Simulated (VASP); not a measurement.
Here is a VASP 6.6.1 calculation.

The input POSCAR:

```
W
1.0
    0.0000000000      2.0680625000      2.0680625000
    2.0300000000      0.0380625000      2.0300000000
    2.0300000000      2.0300000000      0.0380625000
W
1
Direct
    0.0000000000      0.0000000000      0.0000000000
```

Contents of INCAR.step1:

```
PREC = Accurate
ENCUT = 520
ISMEAR = 0
SIGMA = 0.15
LREAL = False
LASPH = True
NELM = 60
NBANDS = 13
GGA = PE
ALGO = Normal
EDIFF = 1E-4
LWAVE = True
LCHARG = False
```

The input INCAR.step2:

```
PREC = Accurate
ENCUT = 520
EDIFF = 1E-6
ISMEAR = 0
SIGMA = 0.15
LREAL = False
LASPH = True
NELM = 60
ALGO = Normal
ISIF = 2
LWAVE = False
LCHARG = False
METAGGA = R2SCAN
LMIXTAU = True
NBANDS = 13
ISTART = 1
```

The input KPOINTS:

```
Automatic mesh
0
Gamma
  20 20 20
```

Potentials or basis: VASP PAW PBE potentials, release 64 (W_sv).

Command:

```console
$ cat potpaw_PBE.64/W_sv/POTCAR > POTCAR
$ cp INCAR.step1 INCAR
$ mpirun -np 1 vasp_std > vasp.out
$ cp INCAR.step2 INCAR
$ mpirun -np 1 vasp_std > vasp.out
```

Problem. Predict the pressure.

Solution. -7.5 GPa.

Problem. Predict the band gap on the k mesh.

Solution. Zero (bands 7 and 8 overlap by 3.47 eV).

Stress tensor (GPa, compression positive):
```
-6.83  0.00  0.00
 0.00 -7.86  5.78
 0.00  5.78 -7.86
```

Caveat: the cell differs from its parent crystal (strain +0.0375 x Voigt [0, 0, 0, 1, 0, 0]); the cell stands under tension; the PAW data sets were made with another functional, which shifts forces and pressure a little; spin-orbit coupling is left out, which moves the levels of the heavy elements.
